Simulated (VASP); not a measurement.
# ZnS (F-43m) in VASP: a series of runs

ZnS is run at these levels: LDA; tasks: relaxation of cell and atoms, single point.

All numbers are computed with VASP 6.6.1; they aren't measurements. Logs are shortened: lines on timing, memory, paths and dates and some standing lists are left out, and cuts for length are marked.

**1. The cell of the first run**

Symmetry: F-43m, No. 216, cubic system. Conventional cell: a = 5.297 Å, b = 5.297 Å, c = 5.297 Å, α = 90.00°, β = 90.00°, γ = 90.00°. Within 3.0 Å of Zn (site symmetry -43m) lie 4 S at 2.29 Å. S (site symmetry -43m) has 4 Zn at 2.29 Å within 3.0 Å.

**2. Relaxation of cell and atoms, LDA**

The input, INCAR:

```
SYSTEM = ZnS
PREC     = Accurate       ! precision mode
ENCUT    = 600            ! plane-wave cutoff, eV
EDIFF    = 1E-6           ! SCF threshold, eV
ISMEAR   = 0              ! smearing method
SIGMA    = 0.01           ! smearing width, eV
LREAL    = .FALSE.        ! projectors in reciprocal space
LASPH    = .TRUE.         ! aspherical terms in the spheres
NELM     = 60             ! most SCF steps
ALGO     = Normal         ! electronic algorithm
ISIF     = 3              ! what is computed and relaxed
LWAVE    = .FALSE.        ! write WAVECAR
LCHARG   = .FALSE.        ! write CHGCAR
GGA      = CA             ! functional
IBRION   = 2              ! ionic algorithm
NSW      = 80             ! ionic steps
EDIFFG   = -0.001         ! ionic threshold
```

The input, KPOINTS:

```
regular mesh
0
G
  10 10 10
  0 0 0
```

The input, POSCAR:

```
ZnS
1.0
    0.0000000000      2.6483447030      2.6483447030
    2.6483447030      0.0000000000      2.6483447030
    2.6483447030      2.6483447030      0.0000000000
Zn S
1 1
Direct
    0.0000000000      0.0000000000      0.0000000000
    0.7500000000      0.7500000000      0.7500000000
```

Potentials or basis: VASP PAW LDA potentials, release 64 (Zn, S).

Launch:

```console
$ cat potpaw_LDA.64/Zn/POTCAR potpaw_LDA.64/S/POTCAR > POTCAR
$ mpirun -np 1 vasp_std > vasp.out
```

OUTCAR:

```text
SYSTEM = ZnS
   PREC = Accurate
   ENCUT = 600
   EDIFF = 1E-6
   ISMEAR = 0
   LREAL = .FALSE.
   LASPH = .TRUE.
   NELM = 60
   ISIF = 3
   GGA = CA
   IBRION = 2
   NSW = 80
   EDIFFG = -0.001

 ion  position               nearest neighbor table
   1  0.000  0.000  0.000-   2 2.29   2 2.29   2 2.29   2 2.29
   2  0.750  0.750  0.750-   1 2.29   1 2.29   1 2.29   1 2.29

  LATTYP: Found a face centered cubic cell.
 ALAT       =     5.2966894060

  Lattice vectors:

 A1 = (   0.0000000000,   2.6483447030,   2.6483447030)
 A2 = (   2.6483447030,   0.0000000000,   2.6483447030)
 A3 = (   2.6483447030,   2.6483447030,   0.0000000000)

Analysis of symmetry for initial positions (statically):
=====================================================================
 Subroutine PRICEL returns:
 Original cell was already a primitive cell.

 Routine SETGRP: Setting up the symmetry group for a
 face centered cubic supercell.

 Subroutine GETGRP returns: Found 24 space group operations
 (whereof 24 operations were pure point group operations)
 out of a pool of 48 trial point group operations.

The static configuration has the point symmetry T_d .

Analysis of symmetry for dynamics (positions and initial velocities):
=====================================================================
 Subroutine PRICEL returns:
 Original cell was already a primitive cell.

 Routine SETGRP: Setting up the symmetry group for a
 face centered cubic supercell.

 Subroutine GETGRP returns: Found 24 space group operations
 (whereof 24 operations were pure point group operations)
 out of a pool of 48 trial point group operations.

The dynamic configuration has the point symmetry T_d .

 Subroutine INISYM returns: Found 24 space group operations
 (whereof 24 operations are pure point group operations),
 and found     1 'primitive' translations

----------------------------------------------------------------------------------------

                                     Primitive cell

  volume of cell :      37.1495

  direct lattice vectors                    reciprocal lattice vectors
     0.000000000  2.648344703  2.648344703    -0.188797176  0.188797176  0.188797176
     2.648344703  0.000000000  2.648344703     0.188797176 -0.188797176  0.188797176
     2.648344703  2.648344703  0.000000000     0.188797176  0.188797176 -0.188797176

  length of vectors
     3.745324997  3.745324997  3.745324997     0.327006301  0.327006301  0.327006301

  position of ions in fractional coordinates (direct lattice)
     0.000000000  0.000000000  0.000000000
     0.750000000  0.750000000  0.750000000

  ion indices of the primitive-cell ions
   primitive index   ion index
                 1           1
                 2           2

----------------------------------------------------------------------------------------

 KPOINTS: regular mesh

Automatic generation of k-mesh.
 Grid dimensions read from file:
 generate k-points for:   10   10   10

 Generating k-lattice:

  Cartesian coordinates                     Fractional coordinates (reciprocal lattice)
    -0.018879718  0.018879718  0.018879718     0.100000000  0.000000000  0.000000000
     0.018879718 -0.018879718  0.018879718     0.000000000  0.100000000  0.000000000
     0.018879718  0.018879718 -0.018879718     0.000000000  0.000000000  0.100000000

  Length of vectors
     0.032700630  0.032700630  0.032700630

  Shift w.r.t. Gamma in fractional coordinates (k-lattice)
     0.000000000  0.000000000  0.000000000

 Subroutine IBZKPT returns following result:
 ===========================================

 Found     47 irreducible k-points:

 Following reciprocal coordinates:
            Coordinates               Weight
  0.000000  0.000000  0.000000      1.000000
  0.100000  0.000000  0.000000      8.000000
  0.200000  0.000000  0.000000      8.000000
  0.300000  0.000000  0.000000      8.000000
  0.400000  0.000000  0.000000      8.000000
  0.500000  0.000000  0.000000      4.000000
[... 16 lines left out ...]
  0.300000  0.300000  0.000000      6.000000
  0.400000  0.300000  0.000000     24.000000
 [... further k-points ...]
   k-points           NKPTS =     47   k-points in BZ     NKDIM =     47   number of bands    NBANDS=     13
   number of dos      NEDOS =    301   number of ions     NIONS =      2
   total plane-waves  NPLWV =  27000
   dimension x,y,z NGX =    30 NGY =   30 NGZ =   30
   dimension x,y,z NGXF=    60 NGYF=   60 NGZF=   60
   ions per type =               1   1
   NGX,Y,Z   is equivalent  to a cutoff of  13.32, 13.32, 13.32 a.u.
   NGXF,Y,Z  is equivalent  to a cutoff of  26.63, 26.63, 26.63 a.u.
 SYSTEM =  ZnS
   PREC   = accura    normal or accurate (medium, high low for compatibility)
   ISTART =      0    job   : 0-new  1-cont  2-samecut
   ICHARG =      2    charge: 1-file 2-atom 10-const
   ISPIN  =      1    spin polarized calculation?
   LNONCOLLINEAR =      F non collinear calculations
   LSORBIT =      F    spin-orbit coupling
   LASPH  =      T    aspherical Exc in radial PAW
   ENCUT  =  600.0 eV  44.10 Ry    6.64 a.u.   7.48  7.48  7.48*2*pi/ulx,y,z
   NELM   =     60;   NELMIN=  2; NELMDL= -5     # of ELM steps
   EDIFF  = 0.1E-05   stopping-criterion for ELM
   LREAL  =      F    real-space projection
   EDIFFG = -.1E-02   stopping-criterion for IOM
   NSW    =     80    number of steps for IOM
   IBRION =      2    ionic relax: 0-MD 1-quasi-New 2-CG
   NFREE  =      1    steps in history (QN), initial steepest desc. (CG)
   ISIF   =      3    stress and relaxation
   ISYM   =      2    0-nonsym 1-usesym 2-fastsym
   POTIM  = 0.5000    time-step for ionic-motion
   TEBEG  =    0.0;   TEEND  =   0.0 temperature during run
   PSTRESS=    0.0 pullay stress
   NELECT =      18.0000    total number of electrons
   NUPDOWN=      -1.0000    fix difference up-down
   EMIN   =  10.00;   EMAX   =-10.00  energy-range for DOS
   EFERMI =   0.00;   METHOD = LEGACY
   ISMEAR =     0;   SIGMA  =   0.01  broadening in eV -4-tet -1-fermi 0-gaus
   EFERMI_NEDOS =   21; number of points for ismear=-14 and -15
   IALGO  =     38    algorithm
   IMIX   =      4    mixing-type and parameters
     AMIX     =   0.40;   BMIX     =  1.00
     AMIX_MAG =   1.60;   BMIX_MAG =  1.00
  volume/ion in A,a.u.               =      18.57       125.35
  Fermi-wavevector in a.u.,A,eV,Ry     =   1.285823  2.429853 22.495064  1.653341
  Thomas-Fermi vector in A             =   2.417934
   LORBIT       =      0    0 simple, 1 ext, 2 COOP (PROOUT), +10 PAW based schemes
   GGA     = CA    functional components
   LHFCALC =     F    Hartree Fock is set to
   AEXX    =    0.0000 exact exchange contribution
   IVDW    =     0    specifies the selected vdW correction
   LEPSILON=     F    determine dielectric tensor
   LRPA    =     F    only Hartree local field effects (RPA)
 conjugate gradient relaxation of ions
 non-spin polarized calculation
 Gauss-broadening in eV      SIGMA  =   0.01
  energy-cutoff  :      600.00
  volume of cell :       37.15
 maximum number of plane-waves:      1266
 NGX is ok and might be reduce to    30
   NGX = 15   NGY = 15   NGZ = 15

--------------------------------------- Ionic step        1  -------------------------------------------

 number of electron      17.9999987 magnetization

 Free energy of the ion-electron system (eV)
  ---------------------------------------------------
  ext. energy  EPLUGINS =         0.00000000
  ---------------------------------------------------
  free energy    TOTEN  =        -8.20805492 eV

  energy without entropy =       -8.20805492  energy(sigma->0) =       -8.20805492

------------------------ aborting loop because EDIFF is reached ----------------------------------------

  FORCE on cell =-STRESS in cart. coord.  units (eV):
  Direction    XX          YY          ZZ          XY          YZ          ZX
  --------------------------------------------------------------------------------------
  -------------------------------------------------------------------------------------
  Total        0.0634309      0.0634309      0.0634309     -0.0000000      0.0000000     -0.0000000
  in kB        2.7356354      2.7356354      2.7356354     -0.0000000      0.0000000     -0.0000000
  external PRESSURE =       2.7356354 kB  Pullay stress =       0.0000000 kB
[... 165 lines left out ...]
  energy  without entropy=       -8.2081396895  energy(sigma->0) =       -8.20813969

--------------------------------------- Ionic step        6  -------------------------------------------

 number of electron      17.9999988 magnetization

 Free energy of the ion-electron system (eV)
  ---------------------------------------------------
  ext. energy  EPLUGINS =         0.00000000
  ---------------------------------------------------
  free energy    TOTEN  =        -8.20813973 eV

  energy without entropy =       -8.20813973  energy(sigma->0) =       -8.20813973

 E-fermi :   2.5772     XC(G=0): -10.3039

 val. band max:        2.4857362820   @ k =   0.0000   0.0000   0.0000
 cond. band min:       4.6340796712   @ k =   0.0000   0.0000   0.0000
 fundamental gap:      2.1483433892
 Fermi energy:         2.5772111149

 k-point     1 :       0.0000    0.0000    0.0000
  band No.  band energies     occupation
      1     -11.0410      2.00000
      2      -4.2588      2.00000
      3      -4.2588      2.00000
      4      -4.2588      2.00000
      5      -3.7090      2.00000
      6      -3.7090      2.00000
      7       2.4857      2.00000
      8       2.4857      2.00000
      9       2.4857      2.00000
     10       4.6341      0.00000
     11       8.6972      0.00000
     12       8.6972      0.00000
     13       8.6972      0.00000
[... 353 lines left out ...]
 k-point    24 :       0.4000    0.3000    0.0000
  band No.  band energies     occupation
      1      -9.9463      2.00000
      2      -4.3090      2.00000
      3      -3.9875      2.00000
      4      -3.9801      2.00000
      5      -3.6872      2.00000
      6      -3.6432      2.00000
      7      -1.5063      2.00000
      8       0.2754      2.00000
      9       0.5120      2.00000
     10       6.2590      0.00000
     11       7.0914      0.00000
     12      11.2760      0.00000
     13      12.2534      0.00000

 [... further k-points ...]
[... 5 lines left out ...]
  --------------------------------------------------------------------------------------
  -------------------------------------------------------------------------------------
  Total        0.0002368      0.0002368      0.0002368      0.0000000     -0.0000000      0.0000000
  in kB        0.0101846      0.0101846      0.0101846      0.0000000     -0.0000000      0.0000000
  external PRESSURE =       0.0101846 kB  Pullay stress =       0.0000000 kB
[... 17 lines left out ...]
  FREE ENERGIE OF THE ION-ELECTRON SYSTEM (eV)
  ---------------------------------------------------
  free  energy   TOTEN  =        -8.2081397314 eV

  energy  without entropy=       -8.2081397314  energy(sigma->0) =       -8.20813973

 reached required accuracy - stopping structural energy minimisation
```

Wall time 66 s (1 thread of Intel Xeon 6975P-C, shared host); peak memory 0.17 GiB.

What came out:

- Free energy: -8.2081 eV
- Relaxed volume: 18.63 Å³/atom
- Relaxed cell: a = 3.749 Å, b = 3.749 Å, c = 3.749 Å, α = 60.00°, β = 60.00°, γ = 60.00°
- Space group after relaxing (to 0.05 Å): F-43m (No. 216)
- Energy gained by relaxing: 0.0 meV/atom
- Ionic steps: 6
- Pressure after relaxing: 0.0 GPa
- Band gap on the k mesh: 2.15 eV, direct

Final structure:
```
CELL_PARAMETERS angstrom
0.00000 2.65076 2.65076
2.65076 0.00000 2.65076
2.65076 2.65076 0.00000
ATOMIC_POSITIONS crystal
Zn 0.00000 0.00000 0.00000
S 0.75000 0.75000 0.75000
```

Levels at points of the mesh, in eV from the valence-band top:
```
           k point  band 5  band 6  band 7  band 8  band 9  band 10  band 11  band 12  band 13
(0.00, 0.00, 0.00)   -6.19   -6.19    0.00    0.00    0.00     2.15     6.21     6.21     6.21
(0.50, 0.00, 0.00)   -6.16   -5.97   -5.76   -0.96   -0.96     3.23     6.76     6.76     8.84
(0.50, 0.50, 0.00)   -6.11   -5.95   -4.90   -2.46   -2.46     3.06     3.89    11.14    12.18
```

As with any semilocal functional, this LDA gap is likely too small.

**3. Relaxation of cell and atoms, LDA, target pressure 30 GPa, at which the enthalpy is minimised**

The input, INCAR:

```
ALGO = Normal
EDIFF = 1E-6
EDIFFG = -0.001
ENCUT = 600
IBRION = 2
ISIF = 3
ISMEAR = 0
LASPH = True
LCHARG = False
LREAL = False
LWAVE = False
NELM = 80
NSW = 80
PREC = Accurate
PSTRESS = 300.0
SIGMA = 0.01
```

The input, KPOINTS:

```
k-points
0
Gamma
  10 10 10
```

POSCAR is that of step 2.

Potentials or basis: VASP PAW LDA potentials, release 64 (Zn, S).

Launch:

```console
$ cat potpaw_LDA.64/Zn/POTCAR potpaw_LDA.64/S/POTCAR > POTCAR
$ mpirun -np 1 vasp_std > vasp.out
```

Run time: 3 min. Hardware: 1 thread of Intel Xeon 6975P-C, shared host; peak memory 0.17 GiB.

It converged, with:

```yaml
Free_energy: -7.6524 eV
Relaxed_volume: 15.02 Å³/atom
Relaxed_cell: a = 3.489 Å, b = 3.489 Å, c = 3.489 Å, α = 60.00°, β = 60.00°, γ = 60.00°
Space_group_after_relaxing_to_0.05_Å: F-43m (No. 216)
Energy_change_on_relaxing_the_enthalpy_is_what_falls: +277.8 meV/atom
Ionic_steps: 12
Pressure_after_relaxing: 30.0 GPa
Band_gap_on_the_k_mesh: 2.48 eV, indirect (least direct gap 3.18 eV)
```

Step by step:
| step | energy change (eV) | largest force (eV/Å) | pressure (GPa) | volume (Å³) |
| --- | --- | --- | --- | --- |
| 1 | 0.0000 | 0.0000 | 0.27 | 37.15 |
| 2 | 4.7707 | 0.0000 | 159.43 | 21.53 |
| 3 | 0.4492 | 0.0000 | 26.00 | 30.65 |
| 4 | 0.5224 | 0.0000 | 28.83 | 30.22 |
| 5 | 0.5538 | 0.0000 | 29.97 | 30.05 |
| 6 | 0.5788 | 0.0000 | 30.86 | 29.92 |
| 7 | 0.5211 | 0.0000 | 28.70 | 30.23 |
| 8 | 0.5552 | 0.0000 | 30.02 | 30.05 |
| 9 | 0.5547 | 0.0000 | 29.97 | 30.05 |
| 10 | 0.5564 | 0.0000 | 30.09 | 30.04 |
| 11 | 0.5551 | 0.0000 | 29.94 | 30.05 |
| 12 | 0.5556 | 0.0000 | 30.00 | 30.04 |

Final structure:
```
Zn S
1.0
     0.00000    2.46738    2.46738
     2.46738    0.00000    2.46738
     2.46738    2.46738    0.00000
Zn S
1 1
Cartesian
  2.4674 2.4674 4.9348
  3.7011 3.7011 3.7011
```

Levels at points of the mesh, in eV from the valence-band top:
```csv
k point,band 5,band 6,band 7,band 8,band 9,band 10,band 11,band 12,band 13
"(0.00, 0.00, 0.00)",-7.19,-7.19,0.00,0.00,0.00,3.18,5.90,5.90,5.90
"(0.50, 0.00, 0.00)",-7.13,-7.13,-6.79,-1.35,-1.35,3.59,6.49,6.49,9.43
"(0.50, 0.50, 0.00)",-7.04,-6.86,-5.89,-3.42,-3.42,2.48,3.59,13.01,13.67
```

Caveat: the cell is relaxed towards a set pressure, so the enthalpy falls and the energy may rise; the volume moved by over 15 % at a fixed basis, so the end points are rough. A k mesh can miss the band edges.

**4. Single point, LDA**

This run uses another cell than the first one, of 13.78 Å³/atom, 0.742 times its volume.

The input, INCAR:

```
SYSTEM = ZnS
PREC = Accurate
ENCUT = 520
EDIFF = 1E-7
ISMEAR = 0
SIGMA = 0.01
LREAL = .FALSE.
LASPH = .TRUE.
NELM = 80
ALGO = Normal
ISIF = 2
LWAVE = .FALSE.
LCHARG = .TRUE.
LELF = .TRUE.
LVHAR = .TRUE.
NBANDS = 16
```

The input, KPOINTS:

```
Automatic mesh
0
G
  10 10 10
  0 0 0
```

The input, POSCAR:

```
ZnS
1.0
    0.0000000000      2.3977068742      2.3977068742
    2.3977068742      0.0000000000      2.3977068742
    2.3977068742      2.3977068742      0.0000000000
Zn S
1 1
Direct
    0.0000000000      0.0000000000      0.0000000000
    0.7500000000      0.7500000000      0.7500000000
```

Launch:

```console
$ cat potpaw_LDA.64/Zn/POTCAR potpaw_LDA.64/S/POTCAR > POTCAR
$ mpirun -np 1 vasp_std > vasp.out
```

It took 17 s on 1 thread of AMD EPYC 7R13, shared host; peak memory 0.15 GiB.

Results (log left out):

| Property | Result |
| --- | --- |
| Free energy | -7.0371 eV |
| Pressure | 50.8 GPa |
| Band gap on the k mesh | 2.21 eV, indirect (least direct gap 3.62 eV) |

Levels at points of the mesh, in eV from the valence-band top:
```tsv
k point	band 6	band 7	band 8	band 9	band 10	band 11	band 12	band 13
(0.00, 0.00, 0.00)	-7.74	0.00	0.00	0.00	3.62	5.71	5.71	5.71
(0.50, 0.00, 0.00)	-7.67	-7.27	-1.54	-1.54	3.70	6.31	6.31	9.57
(0.50, 0.50, 0.00)	-7.39	-6.36	-3.88	-3.88	2.21	3.37	13.88	14.09
```

A k mesh can miss the band edges. Expect the measured gap to be larger: semilocal functionals such as LDA lack the derivative discontinuity.

**5. Summary**

| task | cell | cutoff (eV) | gap on the mesh (eV) | pressure (GPa) |
| --- | --- | --- | --- | --- |
| relaxation of cell and atoms | relaxed from a = 3.745 Å, angles 60.0°, 2 atoms | 600 | 2.15 | 0.0 |
| relaxation of cell and atoms | relaxed to 30 GPa from a = 3.745 Å, angles 60.0°, 2 atoms | 600 | 2.48 | 30.0 |
| single point | a = 3.391 Å, angles 60.0°, 2 atoms | 520 | 2.21 | 50.8 |

Alike in all rows: level LDA; potentials or basis VASP PAW LDA potentials, release 64 (Zn, S); no spin polarisation; k mesh 10 × 10 × 10; smearing gaussian 0.01 eV.

Caveats: the cell is relaxed towards a set pressure, so the enthalpy falls and the energy may rise (some runs); the volume moved by over 15 % at a fixed basis, so the end points are rough (some runs).

Absolute energies hang on the potentials; compare differences alone.
